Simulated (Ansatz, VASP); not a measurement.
Two plane-wave programs on GaSb

```
CELL_PARAMETERS angstrom
-1.60344 2.54930 2.85310
1.60344 -2.54930 2.85310
1.60344 2.54930 -2.85310
ATOMIC_POSITIONS crystal
Ga 0.00000 0.00000 0.00000
Sb 0.50000 0.50000 0.00000
```

Change from the starting cell: volume 23.325 Å^3 an atom, stretch along a over the lengths across it, relative to the relaxed cell 1.0000.

Alike in both runs: task single point; functional LDA; k mesh 18 × 18 × 18; occupations gaussian, width 0.15 eV; no spin polarisation.

```csv
,VASP,Ansatz
version,VASP 6.6.1,Ansatz 0.2.0
potentials or method,"VASP PAW LDA potentials, release 64 (Ga_d, Sb), cutoff 520 eV","scalar-relativistic, plane waves, PAW"
valence electrons in the cell,18,28
```

Ansatz gave:

| Property | Result |
| --- | --- |
| gap on the k mesh at the Fermi level (eV) | none |
| pressure (GPa) | -3.0 |
| traceless stress, the component that is largest in VASP (GPa) | -0.20 |

Question: Estimate VASP's values.

Answer: gap on the k mesh at the Fermi level (eV): none; pressure (GPa): -2.9; traceless stress, the component that is largest in VASP (GPa): -0.20.

Ansatz warns that its potentials were made for another functional, while VASP's fit it. LDA's correlation is that of Perdew and Zunger in VASP and of Perdew and Wang (1992) in Ansatz. A gap of «none» marks a metal or a gap that the smearing closes. VASP's potentials hold 18 valence electrons a cell and Ansatz's 28, so a difference there can come from the potentials and not from the codes.

Spin-orbit coupling is off throughout.
